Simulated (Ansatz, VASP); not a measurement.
Two plane-wave programs on Hf3S5

```
Hf S
1.0
     3.33523   -4.28405    0.00000
     3.33523    4.28405    0.00000
     0.00000    0.00000    4.64119
Hf S
3 5
Direct
  0.72785 0.27215 0.50000
  0.27215 0.72785 0.50000
  0.00000 0.00000 0.00000
  0.00000 0.50000 0.00000
  0.50000 0.00000 0.00000
  0.50000 0.50000 0.00000
  0.20759 0.20759 0.50000
  0.79241 0.79241 0.50000
```

Change from the starting cell: species swapped into the Ga3Pt5 type (Cmmm, No. 65).

Alike in both runs: functional PBE; k mesh 3 × 3 × 4; occupations gaussian, width 0.2 eV; no spin polarisation.

Ansatz relaxed the structure, and its values are those at the end. VASP's run is a single point on that final structure, the one shown.

|  | VASP | Ansatz |
| --- | --- | --- |
| version | VASP 6.6.1 | Ansatz 0.2.0 |
| potentials or method | VASP PAW PBE potentials, release 64 (Hf_pv, S), cutoff 520 eV | scalar-relativistic, plane waves, PAW |
| valence electrons in the cell | 60 | 108 |

|  | VASP | Ansatz | Ansatz less VASP |
| --- | --- | --- | --- |
| gap on the k mesh at the Fermi level (eV) | none | none | - |
| pressure (GPa) | -1.2 | -0.2 | +0.95 |
| rms of the force components (eV/Å) | 0.006 | 0.015 | +0.0096 |

A gap of «none» marks a metal or a gap that the smearing closes. VASP's potentials hold 60 valence electrons a cell and Ansatz's 108, so a difference there can come from the potentials and not from the codes.

The k mesh is coarse, so the values compare programs but aren't converged. Neither program's run includes spin-orbit coupling.
